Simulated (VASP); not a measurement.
# Mo (P6/mmm) in VASP: a series of runs, part 2 of 2

VASP 6.6.1. Earlier steps stand in the parts before.

### 3 Single point, r2SCAN

This run uses another cell than the first one, of the same volume but with other edges.

POSCAR

```
Mo
1.0
    2.5742138411      0.0000000000      0.0000000000
   -1.2871069206      2.2293345812      0.0000000000
    0.0000000000      0.0000000000      2.8854205188
Mo
1
Direct
    0.0000000000      0.0000000000      0.5000000000
```

INCAR.step1

```
PREC = Accurate
ENCUT = 520
ISMEAR = 0
SIGMA = 0.15
LREAL = False
LASPH = True
NELM = 60
NBANDS = 13
GGA = PE
ALGO = Normal
EDIFF = 1E-4
LWAVE = True
LCHARG = False
```

INCAR.step2

```
PREC = Accurate
ENCUT = 520
EDIFF = 1E-6
ISMEAR = 0
SIGMA = 0.15
LREAL = False
LASPH = True
NELM = 60
ALGO = Normal
ISIF = 2
LWAVE = False
LCHARG = False
METAGGA = R2SCAN
LMIXTAU = True
NBANDS = 13
ISTART = 1
```

KPOINTS

```
Automatic mesh
0
Gamma
  24 24 20
```

Potentials or basis: VASP PAW PBE potentials, release 64 (Mo_sv).

On the command line:

```console
$ cat potpaw_PBE.64/Mo_sv/POTCAR > POTCAR
$ cp INCAR.step1 INCAR
$ mpirun -np 1 vasp_std > vasp.out
$ cp INCAR.step2 INCAR
$ mpirun -np 1 vasp_std > vasp.out
```

OUTCAR:

```text
PREC = Accurate
   ENCUT = 520
   EDIFF = 1E-6
   ISMEAR = 0
   LREAL = False
   LASPH = True
   NELM = 60
   ISIF = 2
   METAGGA = R2SCAN
   ISTART = 1

 ion  position               nearest neighbor table
   1  0.000  0.000  0.500-

  LATTYP: Found a hexagonal cell.
 ALAT       =     2.5742138411
 C/A-ratio  =     1.1208938716

  Lattice vectors:

 A1 = (   2.5742138411,   0.0000000000,   0.0000000000)
 A2 = (  -1.2871069206,   2.2293345812,   0.0000000000)
 A3 = (   0.0000000000,   0.0000000000,   2.8854205188)

Analysis of symmetry for initial positions (statically):
=====================================================================
 Subroutine PRICEL returns:
 Original cell was already a primitive cell.

 Routine SETGRP: Setting up the symmetry group for a
 hexagonal supercell.

 Subroutine GETGRP returns: Found 24 space group operations
 (whereof 24 operations were pure point group operations)
 out of a pool of 24 trial point group operations.

The static configuration has the point symmetry D_6h.

Analysis of symmetry for dynamics (positions and initial velocities):
=====================================================================
 Subroutine PRICEL returns:
 Original cell was already a primitive cell.

 Routine SETGRP: Setting up the symmetry group for a
 hexagonal supercell.

 Subroutine GETGRP returns: Found 24 space group operations
 (whereof 24 operations were pure point group operations)
 out of a pool of 24 trial point group operations.

The dynamic configuration has the point symmetry D_6h.

 Subroutine INISYM returns: Found 24 space group operations
 (whereof 24 operations are pure point group operations),
 and found     1 'primitive' translations

----------------------------------------------------------------------------------------
[... 110 lines left out ...]
     AMIX     =   0.40;   BMIX     =  1.00
     AMIX_MAG =   1.60;   BMIX_MAG =  1.00
  volume/ion in A,a.u.               =      16.56       111.74
  Fermi-wavevector in a.u.,A,eV,Ry     =   1.548013  2.925320 32.604229  2.396343
  Thomas-Fermi vector in A             =   2.653024
   LORBIT       =      0    0 simple, 1 ext, 2 COOP (PROOUT), +10 PAW based schemes
   METAGGA = R2SCAN    functional components
   LHFCALC =     F    Hartree Fock is set to
   AEXX    =    0.0000 exact exchange contribution
   IVDW    =     0    specifies the selected vdW correction
   LEPSILON=     F    determine dielectric tensor
   LRPA    =     F    only Hartree local field effects (RPA)
 non-spin polarized calculation
 Gauss-broadening in eV      SIGMA  =   0.15
  energy-cutoff  :      520.00
  volume of cell :       16.56
 maximum number of plane-waves:       460
 NGX is ok and might be reduce to    20

 number of electron      14.0000001 magnetization

 Free energy of the ion-electron system (eV)
  ---------------------------------------------------
  ext. energy  EPLUGINS =         0.00000000
  ---------------------------------------------------
  free energy    TOTEN  =       -24.77824033 eV

  energy without entropy =      -24.76557165  energy(sigma->0) =      -24.77190599

 E-fermi :  11.6829     XC(G=0): -14.0339

 val. band max:       11.6805376770   @ k =   0.3333   0.2500   0.1000
 cond. band min:      11.6832725923   @ k =   0.2083   0.1667   0.1000
 fundamental gap:      0.0027349153
 Fermi energy:        11.6829182022

 k-point     1 :       0.0000    0.0000    0.0000
  band No.  band energies     occupation
      1     -51.4043      2.00000
      2     -24.3617      2.00000
      3     -23.4118      2.00000
      4     -23.4118      2.00000
      5       4.5298      2.00000
      6       6.9520      2.00000
      7      10.7443      2.00000
      8      10.7443      2.00000
      9      15.8096      0.00000
     10      15.8096      0.00000
     11      23.9660      0.00000
     12      26.3234      0.00000
     13      34.8360      0.00000
[... 354 lines left out ...]
  band No.  band energies     occupation
      1     -50.9222      2.00000
      2     -25.8212      2.00000
      3     -24.0123      2.00000
      4     -23.9964      2.00000
      5       5.9934      2.00000
      6       9.5340      2.00000
      7      10.4689      2.00000
      8      13.5236      0.00000
      9      14.5994      0.00000
     10      17.6726      0.00000
     11      23.9192      0.00000
     12      27.6980      0.00000
     13      27.9936      0.00000

 [... further k-points ...]
[... 5 lines left out ...]
  --------------------------------------------------------------------------------------
  -------------------------------------------------------------------------------------
  Total        2.7338031      2.7338031     -1.7375181     -0.0000000     -0.0000000      0.0000000
  in kB      264.5140956    264.5140956   -168.1167287     -0.0000000     -0.0000000      0.0000000
  external PRESSURE =     120.3038208 kB  Pullay stress =       0.0000000 kB

 VOLUME and BASIS-vectors are now :
 -----------------------------------------------------------------------------
  energy-cutoff  :      520.00
  volume of cell :       16.56
      direct lattice vectors                 reciprocal lattice vectors
     2.574213841  0.000000000  0.000000000     0.388468116  0.224282171  0.000000000
    -1.287106921  2.229334581  0.000000000     0.000000000  0.448564342  0.000000000
     0.000000000  0.000000000  2.885420519     0.000000000  0.000000000  0.346569934

 POSITION                                       TOTAL-FORCE (eV/Angst)
 -----------------------------------------------------------------------------------
      0.00000      0.00000      1.44271         0.000000      0.000000      0.000000
 -----------------------------------------------------------------------------------
    total drift:                               -0.000000      0.000000      0.000000

  FREE ENERGIE OF THE ION-ELECTRON SYSTEM (eV)
  ---------------------------------------------------
  free  energy   TOTEN  =       -24.7782403327 eV

  energy  without entropy=      -24.7655716452  energy(sigma->0) =      -24.77190599
```

OUTCAR.step1:

```text
PREC = Accurate
   ENCUT = 520
   ISMEAR = 0
   LREAL = False
   LASPH = True
   NELM = 60
[... 600 lines left out ...]

 POSITION                                       TOTAL-FORCE (eV/Angst)
 -----------------------------------------------------------------------------------
      0.00000      0.00000      1.44271        -0.000000      0.000000      0.000000
 -----------------------------------------------------------------------------------
    total drift:                               -0.000000      0.000000      0.000000

  FREE ENERGIE OF THE ION-ELECTRON SYSTEM (eV)
  ---------------------------------------------------
  free  energy   TOTEN  =        -9.7003590218 eV

  energy  without entropy=       -9.6872384928  energy(sigma->0) =       -9.69379876
```

OSZICAR.step1:

```text
N       E                     dE             d eps       ncg     rms          rms(c)
DAV:   1     0.115088369488E+03    0.11509E+03   -0.92640E+03 17619   0.112E+03
DAV:   2    -0.863114047441E+01   -0.12372E+03   -0.11945E+03 19511   0.333E+02
DAV:   3    -0.100898680272E+02   -0.14587E+01   -0.14541E+01 20546   0.373E+01
DAV:   4    -0.100943797739E+02   -0.45117E-02   -0.45116E-02 19711   0.233E+00
DAV:   5    -0.100944175449E+02   -0.37771E-04   -0.37770E-04 20821   0.181E-01    0.143E+01
DAV:   6    -0.975551330025E+01    0.33890E+00   -0.44121E-01 17946   0.764E+00    0.529E+00
DAV:   7    -0.970208332989E+01    0.53430E-01   -0.12159E-01 19381   0.375E+00    0.737E-01
DAV:   8    -0.970035231279E+01    0.17310E-02   -0.35461E-03 19256   0.703E-01    0.113E-01
DAV:   9    -0.970035902185E+01   -0.67091E-05   -0.91207E-05 13248   0.114E-01
   1 F= -.97003590E+01 E0= -.96937988E+01  d E =-.131205E-01
```

Run time: 5.5 min. Hardware: 1 thread of Intel Xeon Platinum 8259CL at 2.50GHz (Skylake/Cascade Lake), shared host; peak memory 0.24 GiB.

Results:

```
Free energy            : -24.7782 eV
Pressure               : 12.0 GPa
Band gap on the k mesh : zero (bands 7 and 8 overlap by 2.58 eV)
```

Levels at points of the mesh, in eV from the Fermi level:
```
           k point  band 4  band 5  band 6  band 7  band 8  band 9  band 10  band 11
(0.00, 0.00, 0.00)  -35.09   -7.15   -4.73   -0.94   -0.94    4.13     4.13    12.28
(0.50, 0.00, 0.00)  -35.65   -5.79   -2.14   -1.25    1.99    3.00     5.96    12.31
(0.00, 0.00, 0.50)  -35.05   -5.08   -1.45   -0.63   -0.63    2.74     2.74     6.46
(0.50, 0.00, 0.50)  -35.60   -5.41   -5.11    1.11    4.91    6.04     6.05     7.88
```

Caveat: the stress differs along the axes, from -17 to 26 GPa; the PAW data sets were made with another functional, which shifts forces and pressure a little.
